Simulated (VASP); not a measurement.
Write the native input for VASP 6.6.1 that does the following.

| Property | Result |
| --- | --- |
| Task | single point |
| Functional | PBEsol |
| Potentials or basis | VASP PAW PBE potentials, release 64 (Os) |
| Cutoff | 520 eV |
| k mesh | 9 × 9 × 5 |
| Occupations | gaussian, width 0.01 eV |
| Spin | no spin polarisation |
| Dipole correction | no |
| Further INCAR settings | ALGO = Normal; EDIFF = 1e-06; NBANDS = 15 |

The structure of Os lies in POSCAR:

```
Os
1.0
    2.7341000000      0.0000000000      0.0000000000
   -1.3670500000      2.3678000600      0.0000000000
    0.0000000000      0.0000000000      4.3197000000
Os
2
Direct
    0.3333333300      0.6666666700      0.2500000000
    0.6666666700      0.3333333300      0.7500000000
```

The input as run:

INCAR

```
PREC = Accurate
ENCUT = 520
EDIFF = 1E-6
ISMEAR = 0
SIGMA = 0.01
LREAL = False
LASPH = True
NELM = 100
ALGO = Normal
ISIF = 2
LWAVE = False
LCHARG = True
GGA = PS
LELF = True
LVHAR = True
NBANDS = 15
```

KPOINTS

```
Automatic mesh
0
Gamma
  9 9 5
```

Potentials or basis: VASP PAW PBE potentials, release 64 (Os).

Command:

```sh
$ cat potpaw_PBE.64/Os/POTCAR > POTCAR
$ mpirun -np 1 vasp_std > vasp.out
```

It gave:

```yaml
Pressure: -2.7 GPa
Band_gap_on_the_k_mesh: zero (band 8 reaches 11.35 eV, above the bottom of band 9 at 7.49 eV)
```

Caveat: the PAW data sets were made with another functional, which shifts forces and pressure a little; spin-orbit coupling is left out, which moves the levels of the heavy elements.

It took 28 s on 1 thread of Intel Xeon 8259CL, on a shared host, peak memory 0.14 GiB.
